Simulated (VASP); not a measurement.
The system is SbSe2.

```
Sb Se
1.0
     0.00000    3.49474    3.49474
     3.49474    0.00000    3.49474
     3.49474    3.49474    0.00000
Sb Se
1 2
Direct
  0.00000 0.00000 0.00000
  0.25000 0.25000 0.25000
  0.75000 0.75000 0.75000
```

* Program: VASP 6.6.1
* Task: relaxation of cell and atoms
* Functional: PBE
* Potentials or basis: VASP PAW PBE potentials, release 64 (Sb, Se)
* Cutoff: 600 eV
* k mesh: 4 × 4 × 4
* Occupations: gaussian, width 0.1 eV
* Spin: no spin polarisation

At the start: pressure -1.9 GPa; volume 28.45 Å³/atom.

Problem. Where does the relaxation end?

Solution. Over 3 steps the energy falls by 6.6 meV/atom and the volume is 27.39 Å³/atom (-3.8 %); space group Fm-3m (No. 225, to 0.05 Å).

Step by step:
```
step  energy change (eV)  largest force (eV/Å)  pressure (GPa)  volume (Å³)
   1              0.0000                0.0000           -1.92        85.36
   2             -0.0179                0.0000            0.64        81.22
   3             -0.0198                0.0000            0.01        82.16
```

Final structure:
```
Sb Se
1.0
     0.00000    3.45049    3.45049
     3.45049    0.00000    3.45049
     3.45049    3.45049    0.00000
Sb Se
1 2
Direct
  0.00000 0.00000 0.00000
  0.25000 0.25000 0.25000
  0.75000 0.75000 0.75000
```

Caveat: the k points lie up to 0.39 Å⁻¹ apart in the final cell.
